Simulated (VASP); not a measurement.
Crystal: Ge3Te2O.

```
Ge Te O
1.0
     3.93344    0.00000    0.00000
     0.00000    3.93344    0.00000
     0.00000    0.00000    8.67754
Ge Te O
3 2 1
Direct
  0.50000 0.00000 0.38377
  0.00000 0.50000 0.61623
  0.00000 0.00000 0.00000
  0.50000 0.00000 0.73919
  0.00000 0.50000 0.26081
  0.50000 0.50000 0.00000
```

The cell was generated, and may not be a known phase.

* Program: VASP 6.6.1
* Task: relaxation of cell and atoms
* Functional: PBE
* Potentials or basis: VASP PAW PBE potentials, release 64 (Ge_d, Te, O)
* Cutoff: 600 eV
* k mesh: 4 × 4 × 2
* Occupations: gaussian, width 0.1 eV
* Spin: no spin polarisation

At the start: pressure -1.9 GPa; volume 22.38 Å³/atom.

Question: Where does the relaxation end?

Answer: Over 10 steps the energy falls by 26.3 meV/atom and the volume is 21.85 Å³/atom (-2.4 %); space group P-4m2 (No. 115, to 0.1 Å) before and after.

Step by step:
```csv
step,energy change (eV),largest force (eV/Å),pressure (GPa),volume (Å³)
1,0.0000,0.5029,-1.94,134.26
2,-0.0786,0.3855,0.21,129.05
3,-0.0852,0.3326,1.15,127.17
4,-0.1254,0.2019,1.00,128.06
5,-0.1481,0.1365,0.91,129.32
6,-0.1526,0.0790,-0.63,132.56
7,-0.1549,0.0890,-0.12,131.36
8,-0.1549,0.0900,-0.02,131.31
9,-0.1561,0.0687,-0.05,131.26
10,-0.1580,0.0223,0.03,131.10
```

Final structure:
```yaml
crystal:
  lattice:
    - [3.80458, 0.00000, 0.00000]
    - [0.00000, 3.80458, 0.00000]
    - [0.00000, 0.00000, 9.05682]
  atoms:
    - { symbol: Ge, position: [0.50000, 0.00000, 0.38857] }
    - { symbol: Ge, position: [0.00000, 0.50000, 0.61143] }
    - { symbol: Ge, position: [0.00000, 0.00000, 0.00000] }
    - { symbol: Te, position: [0.50000, 0.00000, 0.72599] }
    - { symbol: Te, position: [0.00000, 0.50000, 0.27401] }
    - { symbol: O, position: [0.50000, 0.50000, 0.00000] }
```

Caveat: the k points lie up to 0.41 Å⁻¹ apart in the final cell, too coarse for converged energies and pressures of a metal.
